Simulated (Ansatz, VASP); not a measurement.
## Two plane-wave programs on LiTa2O5

```xyz
8
Lattice="5.7738 0.0000 0.0000 -2.8869 5.0003 0.0000 0.0000 0.0000 3.9019" Properties=species:S:1:pos:R:3 pbc="T T T"
Li    0.0000    0.0000    0.0000
Ta    0.0000    3.3335    1.9509
Ta    2.8869    1.6668    1.9509
O     0.0000    3.3335    0.0000
O    -0.9217    1.5964    1.9509
O     1.9652    3.4039    1.9509
O     1.8434    0.0000    1.9509
O     2.8869    1.6668    0.0000
```

Alike in both runs: functional PBE; k mesh 3 × 3 × 4; occupations gaussian, width 0.1 eV; no spin polarisation.

Ansatz relaxed the structure, and its values are those at the end. VASP's run is a single point on that final structure, the one shown.

|  | VASP | Ansatz |
| --- | --- | --- |
| version | VASP 6.6.1 | Ansatz 0.2.0 |
| potentials or method | VASP PAW PBE potentials, release 64 (Li_sv, Ta_sv_GW, O), cutoff 750 eV | scalar-relativistic, plane waves, PAW |
| valence electrons in the cell | 59 | 59 |

|  | VASP | Ansatz | Ansatz less VASP |
| --- | --- | --- | --- |
| gap on the k mesh at the Fermi level (eV) | none | none | - |
| pressure (GPa) | 0.1 | 0.0 | -0.10 |
| rms of the force components (eV/Å) | 0.013 | 0.000 | -0.0130 |

A gap of «none» marks a metal or a gap that the smearing closes.

The k mesh is coarse, so the values compare programs but aren't converged. Spin-orbit coupling is off throughout.
